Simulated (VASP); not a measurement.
A run of VASP 6.6.1 is set up as follows.

File POSCAR:

```
BP
1.0
    0.0000000000      2.2383340787      2.2383340787
    2.2383340787      0.0000000000      2.2383340787
    2.2383340787      2.2383340787      0.0000000000
P B
1 1
Direct
    0.7500000000      0.7500000000      0.7500000000
    0.0000000000      0.0000000000      0.0000000000
```

The input INCAR.step1:

```
ALGO     = Normal         # electronic algorithm
EDIFF    = 1E-5           # SCF threshold, eV
ENCUT    = 520            # plane-wave cutoff, eV
GGA      = PE             # functional
ISIF     = 2              # what is computed and relaxed
ISMEAR   = -1             # smearing method
LASPH    = T              # aspherical terms in the spheres
LCHARG   = F              # write CHGCAR
LREAL    = F              # projectors in reciprocal space
LWAVE    = T              # write WAVECAR
NBANDS   = 11             # bands
NELM     = 80             # most SCF steps
PREC     = Accurate       # precision mode
SIGMA    = 0.05           # smearing width, eV
```

The input INCAR.step2:

```
AEXX     = 0.25           # exact-exchange fraction
ALGO     = Normal         # electronic algorithm
EDIFF    = 1E-7           # SCF threshold, eV
ENCUT    = 520            # plane-wave cutoff, eV
ISIF     = 2              # what is computed and relaxed
ISMEAR   = -1             # smearing method
ISTART   = 1            
LASPH    = T              # aspherical terms in the spheres
LCHARG   = F              # write CHGCAR
LHFCALC  = T              # exact exchange
LMIXTAU  = T            
LREAL    = F              # projectors in reciprocal space
LWAVE    = F              # write WAVECAR
METAGGA  = R2SCAN         # meta-GGA
NBANDS   = 11             # bands
NELM     = 80             # most SCF steps
PREC     = Accurate       # precision mode
PRECFOCK = Normal       
SIGMA    = 0.05           # smearing width, eV
```

KPOINTS

```
k-points
0
Gamma
  5 5 5
```

Potentials or basis: VASP PAW PBE potentials, release 64 (P, B).

Run with:

```sh
$ cat potpaw_PBE.64/P/POTCAR potpaw_PBE.64/B/POTCAR > POTCAR
$ cp INCAR.step1 INCAR
$ mpirun -np 1 vasp_std > vasp.out
$ cp INCAR.step2 INCAR
$ mpirun -np 1 vasp_std > vasp.out
```

**Question.** What does it give for the band gap on the k mesh?

**Answer.** 2.77 eV, indirect (least direct gap 5.26 eV).

**Question.** Predict the pressure.

**Answer.** 4.8 GPa.

Caveat: the k points lie up to 0.49 Å⁻¹ apart; the PAW data sets were made with another functional, which shifts forces and pressure a little. A k mesh can miss the band edges.
